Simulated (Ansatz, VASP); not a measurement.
# Two plane-wave programs on Ti

Contents of INCAR:

```
SYSTEM = Ti
  PREC = Accurate
  ENCUT = 500
  EDIFF = 1E-6
  ISMEAR = 1
  SIGMA = 0.02
  LREAL = .FALSE.
  LASPH = .TRUE.
  NELM = 120
  ALGO = Normal
  ISIF = 2
  LWAVE = .FALSE.
  LCHARG = .TRUE.
  GGA = PE
  LELF = .TRUE.
  LVHAR = .TRUE.
  NBANDS = 12
  GGA_COMPAT = .FALSE.
```

Contents of KPOINTS:

```
regular mesh
0
G
  10 10 10
  0 0 0
```

POSCAR

```
Ti
1.0
    0.0000000000      2.0300000000      2.0300000000
    2.0300000000      0.0000000000      2.0300000000
    2.0300000000      2.0300000000      0.0000000000
Ti
1
Direct
    0.0000000000      0.0000000000      0.0000000000
```

Input for Ansatz:

```yaml
crystal:
  lattice:
    - [0.0, 2.03, 2.03]
    - [2.03, 0.0, 2.03]
    - [2.03, 2.03, 0.0]
  atoms:
    - { symbol: Ti, position: [0.0, 0.0, 0.0] }
basis:
  ecutwfc: 653.073269903712
  xc_grid: 2
kpoints:
  mp_grid:
    grid: [10, 10, 10]
hamiltonian:
  xc:
    exchange: pbe
    correlation: pbe
scf:
  n_extra_bands: 12
  convergence:
    dr2_threshold: 1.0e-06
  occupations:
    method: methfessel_paxton
    width: 0.02
  eigensolver:
    kind: davidson
output:
  stress: true
```

Alike in both runs: task single point; functional PBE; k mesh 10 × 10 × 10; occupations methfessel-paxton of order 1, width 0.02 eV; no spin polarisation.

```csv
,VASP,Ansatz
version,VASP 6.6.1,Ansatz 0.2.0
potentials or method,"VASP PAW PBE potentials, release 64 (Ti_sv), cutoff 500 eV","plane waves, PAW"
valence electrons in the cell,12,12
```

```tsv
	VASP	Ansatz	Ansatz less VASP
pressure (GPa)	3.8	4.1	+0.30
```

Ansatz's warnings: stress scf threshold loose.
